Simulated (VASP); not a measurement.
# KTa3 (Pm-3m) in VASP: further runs

Runs on KTa3. Level: PBE. Tasks: single point.

All numbers are computed with VASP 6.6.1; they aren't measurements. Logs are shortened: lines on timing, memory, paths and dates and some standing lists are left out, and cuts for length are marked.

### 1 The cell of the first run

Symmetry: Pm-3m, No. 221, cubic system. The conventional cell has a = 4.392 Å, b = 4.392 Å, c = 4.392 Å, α = 90.00°, β = 90.00°, γ = 90.00°. K (site symmetry m-3m) has 12 Ta at 3.11 Å within 4.1 Å. Within 4.1 Å of Ta (site symmetry 4/mmm) lie 4 K at 3.11 Å and 8 Ta at 3.11 Å.

### 2 Single point, PBE

INCAR

```
SYSTEM = KTa3
ALGO = Normal
EDIFF = 1E-6
ENCUT = 520
GGA = PE
ISIF = 2
ISMEAR = 0
LASPH = .TRUE.
LCHARG = .FALSE.
LREAL = .FALSE.
LWAVE = .FALSE.
NBANDS = 29
NELM = 80
PREC = Accurate
SIGMA = 0.1
```

KPOINTS

```
k-points
0
G
  4 4 4
  0 0 0
```

POSCAR

```
KTa3
1.0
    4.3919168340      0.0000000000      0.0000000000
    0.0000000000      4.3919168340      0.0000000000
    0.0000000000      0.0000000000      4.3919168340
K Ta
1 3
Direct
    0.0000000000      0.0000000000      0.0000000000
    0.0000000000      0.5000000000      0.5000000000
    0.5000000000      0.0000000000      0.5000000000
    0.5000000000      0.5000000000      0.0000000000
```

Potentials or basis: VASP PAW PBE potentials, release 64 (K_sv, Ta_pv).

The run is started by

```
$ cat potpaw_PBE.64/K_sv/POTCAR potpaw_PBE.64/Ta_pv/POTCAR > POTCAR
$ mpirun -np 1 vasp_std > vasp.out
```

OUTCAR:

```text
SYSTEM = KTa3
   EDIFF = 1E-6
   ENCUT = 520
   GGA = PE
   ISIF = 2
   ISMEAR = 0
   LASPH = .TRUE.
   LREAL = .FALSE.
   NELM = 80
   PREC = Accurate

 ion  position               nearest neighbor table
   1  0.000  0.000  0.000-   2 3.11   3 3.11   4 3.11   2 3.11   3 3.11   2 3.11   4 3.11   2 3.11
                             3 3.11   4 3.11   3 3.11   4 3.11
   2  0.000  0.500  0.500-   1 3.11   3 3.11   4 3.11   1 3.11   4 3.11   1 3.11   3 3.11   1 3.11
                             3 3.11   4 3.11   4 3.11   3 3.11
   3  0.500  0.000  0.500-   1 3.11   2 3.11   4 3.11   1 3.11   4 3.11   2 3.11   4 3.11   4 3.11
                             1 3.11   2 3.11   1 3.11   2 3.11
   4  0.500  0.500  0.000-   1 3.11   2 3.11   3 3.11   2 3.11   3 3.11   1 3.11   3 3.11   3 3.11
                             1 3.11   2 3.11   2 3.11   1 3.11

  LATTYP: Found a simple cubic cell.
 ALAT       =     4.3919168340

  Lattice vectors:

 A1 = (   4.3919168340,   0.0000000000,   0.0000000000)
 A2 = (   0.0000000000,   4.3919168340,   0.0000000000)
 A3 = (   0.0000000000,   0.0000000000,   4.3919168340)

Analysis of symmetry for initial positions (statically):
=====================================================================
 Subroutine PRICEL returns:
 Original cell was already a primitive cell.

 Routine SETGRP: Setting up the symmetry group for a
 simple cubic supercell.

 Subroutine GETGRP returns: Found 48 space group operations
 (whereof 48 operations were pure point group operations)
 out of a pool of 48 trial point group operations.

The static configuration has the point symmetry O_h .

Analysis of symmetry for dynamics (positions and initial velocities):
=====================================================================
 Subroutine PRICEL returns:
 Original cell was already a primitive cell.

 Routine SETGRP: Setting up the symmetry group for a
 simple cubic supercell.

 Subroutine GETGRP returns: Found 48 space group operations
 (whereof 48 operations were pure point group operations)
 out of a pool of 48 trial point group operations.

The dynamic configuration has the point symmetry O_h .

 Subroutine INISYM returns: Found 48 space group operations
 (whereof 48 operations are pure point group operations),
 and found     1 'primitive' translations

----------------------------------------------------------------------------------------

                                     Primitive cell

  volume of cell :      84.7154

  direct lattice vectors                    reciprocal lattice vectors
     4.391916834  0.000000000  0.000000000     0.227691015  0.000000000  0.000000000
     0.000000000  4.391916834  0.000000000     0.000000000  0.227691015  0.000000000
     0.000000000  0.000000000  4.391916834     0.000000000  0.000000000  0.227691015

  length of vectors
     4.391916834  4.391916834  4.391916834     0.227691015  0.227691015  0.227691015

  position of ions in fractional coordinates (direct lattice)
     0.000000000  0.000000000  0.000000000
     0.000000000  0.500000000  0.500000000
     0.500000000  0.000000000  0.500000000
     0.500000000  0.500000000  0.000000000

  ion indices of the primitive-cell ions
   primitive index   ion index
                 1           1
                 2           2
                 3           3
                 4           4

----------------------------------------------------------------------------------------

 KPOINTS: k-points

Automatic generation of k-mesh.
 Grid dimensions read from file:
 generate k-points for:    4    4    4

 Generating k-lattice:

  Cartesian coordinates                     Fractional coordinates (reciprocal lattice)
     0.056922754  0.000000000  0.000000000     0.250000000  0.000000000  0.000000000
     0.000000000  0.056922754  0.000000000     0.000000000  0.250000000  0.000000000
     0.000000000  0.000000000  0.056922754     0.000000000  0.000000000  0.250000000

  Length of vectors
     0.056922754  0.056922754  0.056922754

  Shift w.r.t. Gamma in fractional coordinates (k-lattice)
     0.000000000  0.000000000  0.000000000

 Subroutine IBZKPT returns following result:
 ===========================================

 Found     10 irreducible k-points:

 Following reciprocal coordinates:
            Coordinates               Weight
  0.000000  0.000000  0.000000      1.000000
  0.250000  0.000000  0.000000      6.000000
  0.500000  0.000000  0.000000      3.000000
  0.250000  0.250000  0.000000     12.000000
  0.500000  0.250000  0.000000     12.000000
  0.500000  0.500000  0.000000      3.000000
  0.250000  0.250000  0.250000      8.000000
  0.500000  0.250000  0.250000     12.000000
  0.500000  0.500000  0.250000      6.000000
  0.500000  0.500000  0.500000      1.000000
   k-points           NKPTS =     10   k-points in BZ     NKDIM =     10   number of bands    NBANDS=     29
   number of dos      NEDOS =    301   number of ions     NIONS =      4
   total plane-waves  NPLWV =  46656
   dimension x,y,z NGX =    36 NGY =   36 NGZ =   36
   dimension x,y,z NGXF=    72 NGYF=   72 NGZF=   72
   ions per type =               1   3
   NGX,Y,Z   is equivalent  to a cutoff of  13.63, 13.63, 13.63 a.u.
   NGXF,Y,Z  is equivalent  to a cutoff of  27.25, 27.25, 27.25 a.u.
 SYSTEM =  KTa3
   PREC   = accura    normal or accurate (medium, high low for compatibility)
   ISTART =      0    job   : 0-new  1-cont  2-samecut
   ICHARG =      2    charge: 1-file 2-atom 10-const
   ISPIN  =      1    spin polarized calculation?
   LNONCOLLINEAR =      F non collinear calculations
   LSORBIT =      F    spin-orbit coupling
   LASPH  =      T    aspherical Exc in radial PAW
   ENCUT  =  520.0 eV  38.22 Ry    6.18 a.u.   8.17  8.17  8.17*2*pi/ulx,y,z
   NELM   =     80;   NELMIN=  2; NELMDL= -5     # of ELM steps
   EDIFF  = 0.1E-05   stopping-criterion for ELM
   LREAL  =      F    real-space projection
   EDIFFG = 0.1E-04   stopping-criterion for IOM
   NSW    =      0    number of steps for IOM
   IBRION =     -1    ionic relax: 0-MD 1-quasi-New 2-CG
   NFREE  =      0    steps in history (QN), initial steepest desc. (CG)
   ISIF   =      2    stress and relaxation
   ISYM   =      2    0-nonsym 1-usesym 2-fastsym
   POTIM  = 0.5000    time-step for ionic-motion
   TEBEG  =    0.0;   TEEND  =   0.0 temperature during run
   PSTRESS=    0.0 pullay stress
   NELECT =      42.0000    total number of electrons
   NUPDOWN=      -1.0000    fix difference up-down
   EMIN   =  10.00;   EMAX   =-10.00  energy-range for DOS
   EFERMI =   0.00;   METHOD = LEGACY
   ISMEAR =     0;   SIGMA  =   0.10  broadening in eV -4-tet -1-fermi 0-gaus
   EFERMI_NEDOS =   21; number of points for ismear=-14 and -15
   IALGO  =     38    algorithm
   IMIX   =      4    mixing-type and parameters
     AMIX     =   0.40;   BMIX     =  1.00
     AMIX_MAG =   1.60;   BMIX_MAG =  1.00
  volume/ion in A,a.u.               =      21.18       142.92
  Fermi-wavevector in a.u.,A,eV,Ry     =   1.295698  2.448514 22.841917  1.678834
  Thomas-Fermi vector in A             =   2.427201
   LORBIT       =      0    0 simple, 1 ext, 2 COOP (PROOUT), +10 PAW based schemes
   GGA     = PE    functional components
   LHFCALC =     F    Hartree Fock is set to
   AEXX    =    0.0000 exact exchange contribution
   IVDW    =     0    specifies the selected vdW correction
   LEPSILON=     F    determine dielectric tensor
   LRPA    =     F    only Hartree local field effects (RPA)
 non-spin polarized calculation
 Gauss-broadening in eV      SIGMA  =   0.10
  energy-cutoff  :      520.00
  volume of cell :       84.72
 maximum number of plane-waves:      2301
 NGX is ok and might be reduce to    36
   NGX = 17   NGY = 17   NGZ = 17

 number of electron      42.0000014 magnetization

 Free energy of the ion-electron system (eV)
  ---------------------------------------------------
  ext. energy  EPLUGINS =         0.00000000
  ---------------------------------------------------
  free energy    TOTEN  =       -30.00602366 eV

  energy without entropy =      -29.95898841  energy(sigma->0) =      -29.98250604

 E-fermi :   4.3060     XC(G=0): -11.3245

 val. band max:        4.2259007195   @ k =   0.2500   0.2500   0.0000
 cond. band min:       4.3113666444   @ k =   0.5000   0.5000   0.5000
 fundamental gap:      0.0854659250
 Fermi energy:         4.3060391166

 k-point     1 :       0.0000    0.0000    0.0000
  band No.  band energies     occupation
      1     -30.4266      2.00000
      2     -30.4266      2.00000
      3     -30.4266      2.00000
      4     -30.2142      2.00000
      5     -30.2142      2.00000
      6     -30.2142      2.00000
[... 21 lines left out ...]
     28       7.7774      0.00000
     29       8.9013      0.00000

 k-point     2 :       0.2500    0.0000    0.0000
  band No.  band energies     occupation
      1     -30.3917      2.00000
      2     -30.3917      2.00000
      3     -30.3786      2.00000
      4     -30.2267      2.00000
      5     -30.2267      2.00000
      6     -30.2178      2.00000
[... 21 lines left out ...]
     28       7.4919      0.00000
     29       8.0255      0.00000

 k-point     3 :       0.5000    0.0000    0.0000
  band No.  band energies     occupation
      1     -30.3417      2.00000
      2     -30.3417      2.00000
      3     -30.3072      2.00000
      4     -30.2530      2.00000
      5     -30.2530      2.00000
      6     -30.2213      2.00000
[... 21 lines left out ...]
     28       6.4585      0.00000
     29       8.0514      0.00000

 k-point     4 :       0.2500    0.2500    0.0000
  band No.  band energies     occupation
      1     -30.4181      2.00000
      2     -30.3566      2.00000
      3     -30.3137      2.00000
      4     -30.2804      2.00000
      5     -30.2331      2.00000
      6     -30.1576      2.00000
[... 21 lines left out ...]
     28       7.1468      0.00000
     29       7.4914      0.00000

 k-point     5 :       0.5000    0.2500    0.0000
  band No.  band energies     occupation
      1     -30.4047      2.00000
      2     -30.3246      2.00000
      3     -30.3042      2.00000
      4     -30.2613      2.00000
      5     -30.2525      2.00000
      6     -30.1606      2.00000
[... 21 lines left out ...]
     28       6.7511      0.00000
     29       6.8180      0.00000

 k-point     6 :       0.5000    0.5000    0.0000
  band No.  band energies     occupation
      1     -30.4605      2.00000
      2     -30.2678      2.00000
      3     -30.2602      2.00000
      4     -30.2602      2.00000
      5     -30.2519      2.00000
      6     -30.2519      2.00000
[... 21 lines left out ...]
     28       5.9034      0.00000
     29       6.8686      0.00000

 k-point     7 :       0.2500    0.2500    0.2500
  band No.  band energies     occupation
      1     -30.4439      2.00000
      2     -30.3577      2.00000
      3     -30.3577      2.00000
      4     -30.1987      2.00000
      5     -30.1987      2.00000
      6     -30.1972      2.00000
[... 21 lines left out ...]
     28       6.8618      0.00000
     29       6.8618      0.00000

 k-point     8 :       0.5000    0.2500    0.2500
  band No.  band energies     occupation
      1     -30.4109      2.00000
      2     -30.4020      2.00000
      3     -30.3860      2.00000
      4     -30.2752      2.00000
      5     -30.1869      2.00000
      6     -30.1273      2.00000
[... 21 lines left out ...]
     28       6.2495      0.00000
     29       6.9438      0.00000

 k-point     9 :       0.5000    0.5000    0.2500
  band No.  band energies     occupation
      1     -30.4566      2.00000
      2     -30.3951      2.00000
      3     -30.3951      2.00000
      4     -30.3834      2.00000
      5     -30.1177      2.00000
      6     -30.1177      2.00000
[... 21 lines left out ...]
     28       6.0353      0.00000
     29       6.5891      0.00000

 k-point    10 :       0.5000    0.5000    0.5000
  band No.  band energies     occupation
      1     -30.4552      2.00000
      2     -30.4528      2.00000
      3     -30.4528      2.00000
      4     -30.4528      2.00000
      5     -30.0606      2.00000
      6     -30.0606      2.00000
[... 21 lines left out ...]
     28       6.3176      0.00000
     29       6.3176      0.00000

------------------------ aborting loop because EDIFF is reached ----------------------------------------

  FORCE on cell =-STRESS in cart. coord.  units (eV):
  Direction    XX          YY          ZZ          XY          YZ          ZX
  --------------------------------------------------------------------------------------
  -------------------------------------------------------------------------------------
  Total       -0.4015413     -0.4015413     -0.4015413      0.0000000      0.0000000     -0.0000000
  in kB       -7.5941386     -7.5941386     -7.5941386      0.0000000      0.0000000     -0.0000000
  external PRESSURE =      -7.5941386 kB  Pullay stress =       0.0000000 kB

 VOLUME and BASIS-vectors are now :
 -----------------------------------------------------------------------------
  energy-cutoff  :      520.00
  volume of cell :       84.72
      direct lattice vectors                 reciprocal lattice vectors
     4.391916834  0.000000000  0.000000000     0.227691015  0.000000000  0.000000000
     0.000000000  4.391916834  0.000000000     0.000000000  0.227691015  0.000000000
     0.000000000  0.000000000  4.391916834     0.000000000  0.000000000  0.227691015

 POSITION                                       TOTAL-FORCE (eV/Angst)
 -----------------------------------------------------------------------------------
      0.00000      0.00000      0.00000         0.000000      0.000000      0.000000
      0.00000      2.19596      2.19596         0.000000      0.000000      0.000000
      2.19596      0.00000      2.19596         0.000000      0.000000      0.000000
      2.19596      2.19596      0.00000         0.000000      0.000000      0.000000
 -----------------------------------------------------------------------------------
    total drift:                                0.000000      0.000000      0.000000

  FREE ENERGIE OF THE ION-ELECTRON SYSTEM (eV)
  ---------------------------------------------------
  free  energy   TOTEN  =       -30.0060236615 eV

  energy  without entropy=      -29.9589884118  energy(sigma->0) =      -29.98250604
```

Wall time 11 s (1 thread of Intel Xeon 6975P-C (Granite Rapids), shared host); peak memory 0.2 GiB.

Results:

```
Free energy            : -30.0060 eV
Pressure               : -0.8 GPa
Band gap on the k mesh : zero (band 21 reaches 5.63 eV, above the bottom of band 22 at 3.99 eV)
```

Levels at points of the mesh, in eV from the Fermi level:
```tsv
k point	band 17	band 18	band 19	band 20	band 21	band 22	band 23	band 24
(0.00, 0.00, 0.00)	-3.08	-2.30	-2.30	-2.30	1.32	1.32	1.32	3.31
(0.50, 0.00, 0.00)	-1.64	-1.37	-0.55	-0.55	-0.31	-0.31	0.10	0.70
(0.50, 0.50, 0.00)	-1.17	-0.98	-0.60	-0.60	-0.16	-0.16	-0.10	0.30
(0.50, 0.50, 0.50)	-2.25	0.01	0.01	0.01	0.31	1.16	1.16	1.16
```

Caveat: spin-orbit coupling is left out, which moves the levels of the heavy elements.

### 3 Single point, PBE

This run uses another cell than the first one, of 20.94 Å³/atom, 0.989 times its volume.

INCAR

```
SYSTEM = KTa3
PREC = Accurate
ENCUT = 520
EDIFF = 1E-7
ISMEAR = 0
SIGMA = 0.1
LREAL = .False.
LASPH = .True.
NELM = 60
ALGO = Fast
ISIF = 2
LWAVE = .False.
LCHARG = .True.
GGA = PE
LELF = .True.
LVHAR = .True.
NBANDS = 29
```

KPOINTS

```
Automatic mesh
0
Gamma
  10 10 10
  0 0 0
```

POSCAR

```
KTa3
1.0
    4.3753170246      0.0000000000      0.0000000000
    0.0000000000      4.3753170246      0.0000000000
    0.0000000000      0.0000000000      4.3753170246
K Ta
1 3
Direct
    0.0000000000      0.0000000000      0.0000000000
    0.0000000000      0.5000000000      0.5000000000
    0.5000000000      0.0000000000      0.5000000000
    0.5000000000      0.5000000000      0.0000000000
```

Potentials or basis: VASP PAW PBE potentials, release 64 (K_sv, Ta_pv).

The run is started by

```
$ cat potpaw_PBE.64/K_sv/POTCAR potpaw_PBE.64/Ta_pv/POTCAR > POTCAR
$ mpirun -np 1 vasp_std > vasp.out
```

It took 77 s on 1 thread of Intel Xeon 6975P-C (Granite Rapids), shared host; peak memory 0.28 GiB.

Results (log left out):

```
Free energy            : -30.0105 eV
Pressure               : 0.2 GPa
Band gap on the k mesh : zero (band 21 reaches 5.72 eV, above the bottom of band 22 at 4.07 eV)
```

Levels at points of the mesh, in eV from the Fermi level:
```csv
k point,band 18,band 19,band 20,band 21,band 22,band 23,band 24,band 25
"(0.00, 0.00, 0.00)",-2.39,-2.39,-2.39,1.29,1.29,1.29,3.32,3.32
"(0.50, 0.00, 0.00)",-1.43,-0.60,-0.60,-0.37,-0.37,0.05,0.68,1.11
"(0.50, 0.50, 0.00)",-1.02,-0.65,-0.65,-0.21,-0.21,-0.14,0.25,1.26
"(0.50, 0.50, 0.50)",-0.04,-0.04,-0.04,0.28,1.12,1.12,1.12,1.88
```

Caveat: spin-orbit coupling is left out, which moves the levels of the heavy elements.
